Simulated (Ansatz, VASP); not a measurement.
## One calculation of BaS, two programs

```
CELL_PARAMETERS angstrom
0.00000 3.12911 3.12911
3.12911 0.00000 3.12911
3.12911 3.12911 0.00000
ATOMIC_POSITIONS crystal
Ba 0.00000 0.00000 0.00000
S 0.50000 0.50000 0.50000
```

Change from the starting cell: volume scaled by 0.9405.

Alike in both runs: task single point; functional PBE; k mesh 7 × 7 × 7; occupations fermi-dirac, width 0.01 eV; no spin polarisation.

|  | VASP | Ansatz |
| --- | --- | --- |
| version | VASP 6.6.1 | Ansatz 0.2.0 |
| potentials or method | VASP PAW PBE potentials, release 64 (Ba_sv, S), cutoff 520 eV | all-electron LAPW, scalar-relativistic |

|  | VASP | Ansatz | Ansatz less VASP |
| --- | --- | --- | --- |
| gap on the k mesh at the Fermi level (eV) | 2.05 | 2.17 | +0.112 |
| pressure (GPa) | 4.8 | 4.0 | -0.75 |

Ansatz ran all-electron here, and VASP with PAW potentials.

Spin-orbit coupling is off throughout.
